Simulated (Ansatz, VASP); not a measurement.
**ZnO: VASP beside Ansatz**

```
Zn O
1.0
     3.01263    0.00000    0.00000
    -1.50632    2.60902    0.00000
     0.00000    0.00000    8.49334
Zn O
2 2
Direct
  0.00000 0.00000 0.75000
  0.00000 0.00000 0.25000
  0.33333 0.66667 0.25000
  0.66667 0.33333 0.75000
```

Alike in both runs: task single point; functional PBEsol; k mesh 12 × 12 × 4; occupations gaussian, width 0.05 eV; no spin polarisation.

|  | VASP | Ansatz |
| --- | --- | --- |
| version | VASP 6.6.1 | Ansatz 0.2.0 |
| potentials or method | VASP PAW PBE potentials, release 64 (Zn, O), cutoff 520 eV | scalar-relativistic, plane waves, PAW |
| valence electrons in the cell | 36 | 36 |

VASP gave:

* gap on the k mesh at the Fermi level (eV): 0.81
* least direct gap on the mesh (eV): 0.81
* pressure (GPa): 27.4
* traceless stress, the component that is largest in VASP (GPa): -27.89

Task: What did Ansatz give for the same quantities?

Result: gap on the k mesh at the Fermi level (eV): 0.79; least direct gap on the mesh (eV): 0.79; pressure (GPa): 26.2; traceless stress, the component that is largest in VASP (GPa): -26.60.

VASP's potentials were made for PBE, not for PBEsol. With one functional, cell and mesh, what is left measures potentials, basis and numerics.
